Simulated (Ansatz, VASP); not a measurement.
**Two plane-wave programs on Y2As**

File INCAR:

```
SYSTEM = Y2As
PREC = Accurate
ENCUT = 520
EDIFF = 1E-7
ISMEAR = 0
SIGMA = 0.1
LREAL = .FALSE.
LASPH = .TRUE.
NELM = 80
ALGO = Fast
ISIF = 2
LWAVE = .FALSE.
LCHARG = .TRUE.
GGA = PE
LELF = .TRUE.
LVHAR = .TRUE.
NBANDS = 20
```

File KPOINTS:

```
regular mesh
0
G
  6 6 6
  0 0 0
```

The input POSCAR:

```
Y2As
1.0
    1.9433599888      1.1219994126      5.8694443026
   -1.9433599888      1.1219994126      5.8694443026
    0.0000000000     -2.2439988253      5.8694443026
Y As
2 1
Direct
    0.7500000000      0.7500000000      0.7500000000
    0.2500000000      0.2500000000      0.2500000000
    0.0000000000      0.0000000000      0.0000000000
```

Input for Ansatz:

```yaml
crystal:
  lattice:
    - [1.9433599888, 1.1219994126, 5.8694443026]
    - [-1.9433599888, 1.1219994126, 5.8694443026]
    - [0.0, -2.2439988253, 5.8694443026]
  atoms:
    - { symbol: "Y", position: [0.75, 0.75, 0.75] }
    - { symbol: "Y", position: [0.25, 0.25, 0.25] }
    - { symbol: As, position: [0.0, 0.0, 0.0] }
basis:
  ecutwfc: 420
kpoints:
  mp_grid: { grid: [6, 6, 6] }
hamiltonian:
  xc: pbe
scf:
  occupations: { method: gaussian, width: 0.1 }
  lower_state_search: "off"
output:
  forces: true
  stress: true
  eigenvalues: true
```

Alike in both runs: task single point; functional PBE; k mesh 6 × 6 × 6; occupations gaussian, width 0.1 eV; no spin polarisation.

```csv
,VASP,Ansatz
version,VASP 6.6.1,Ansatz 0.2.0
potentials or method,"VASP PAW PBE potentials, release 64 (Y_sv, As), cutoff 520 eV","scalar-relativistic, plane waves, PAW"
valence electrons in the cell,27,37
```

Ansatz gave:

| Property | Result |
| --- | --- |
| gap on the k mesh at the Fermi level (eV) | none |
| pressure (GPa) | 12.5 |
| traceless stress, the component that is largest in VASP (GPa) | 1.56 |
| rms of the force components (eV/Å) | 0.839 |

Problem. Which values does VASP return?

Solution. gap on the k mesh at the Fermi level (eV): none; pressure (GPa): 12.5; traceless stress, the component that is largest in VASP (GPa): 1.54; rms of the force components (eV/Å): 0.847.

Atom by atom the forces differ by 0.008 eV/Å (rms over components). A gap of «none» marks a metal or a gap that the smearing closes. VASP's potentials hold 27 valence electrons a cell and Ansatz's 37, so a difference there can come from the potentials and not from the codes.
